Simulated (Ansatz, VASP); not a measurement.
**One calculation of Sr, two programs**

File POSCAR:

```
Sr
1.0
    0.0000000000      3.0423500000      3.0423500000
    3.0423500000      0.0000000000      3.0423500000
    3.0423500000      3.0423500000      0.0000000000
Sr
1
Direct
    0.0000000000      0.0000000000      0.0000000000
```

Contents of INCAR.step1:

```
  PREC = Accurate
  ENCUT = 600
  ISMEAR = -1
  SIGMA = 0.1
  LREAL = False
  LASPH = True
  NELM = 60
  GGA = PE
  ALGO = Normal
  EDIFF = 1E-4
  LWAVE = True
  LCHARG = False
```

The input INCAR.step2:

```
  PREC = Accurate
  ENCUT = 600
  EDIFF = 1E-7
  ISMEAR = -1
  SIGMA = 0.1
  LREAL = False
  LASPH = True
  NELM = 60
  ALGO = Normal
  ISIF = 3
  LWAVE = False
  LCHARG = False
  METAGGA = R2SCAN
  LMIXTAU = True
  IBRION = 2
  NSW = 80
  EDIFFG = -0.01
  ISTART = 1
```

File KPOINTS:

```
Automatic mesh
0
Gamma
  9 9 9
```

Input for Ansatz:

```yaml
crystal:
  lattice:
    - [0.0, 3.04235, 3.04235]
    - [3.04235, 0.0, 3.04235]
    - [3.04235, 3.04235, 0.0]
  atoms:
    - { symbol: Sr, position: [0.0, 0.0, 0.0] }
hamiltonian:
  xc: r2scan
  pseudopotentials:
    kind: paw
    azcp:
      Sr: "pseudopotentials/Sr.paw.azcp"
basis:
  ecutwfc: 500
  fft_grid_basis: typed
kpoints:
  mp_grid: { grid: [9, 9, 9], shift: [0, 0, 0] }
magnetization:
  spin_polarized: false
scf:
  occupations: { method: fermi_dirac, width: 0.1 }
relax:
  max_steps: 60
  f_tol: 0.01
  cell: {}
```

Alike in both runs: task relaxation of cell and atoms; functional r2SCAN; k mesh 9 × 9 × 9; occupations fermi-dirac, width 0.1 eV; no spin polarisation.

|  | VASP | Ansatz |
| --- | --- | --- |
| version | VASP 6.6.1 | Ansatz 0.2.0 |
| potentials or method | VASP PAW PBE potentials, release 64 (Sr_sv), cutoff 600 eV | plane waves (500 eV) with PAW, scalar-relativistic |
| valence electrons in the cell | 10 | 10 |

```tsv
	VASP	Ansatz	Ansatz less VASP
relaxed volume (Å³/atom)	56.96	56.86	-0.098
relaxed cell length with the largest relative difference (Å)	4.319	4.316	-0.0025
```

VASP's potentials were made for PBE, not for r2SCAN.
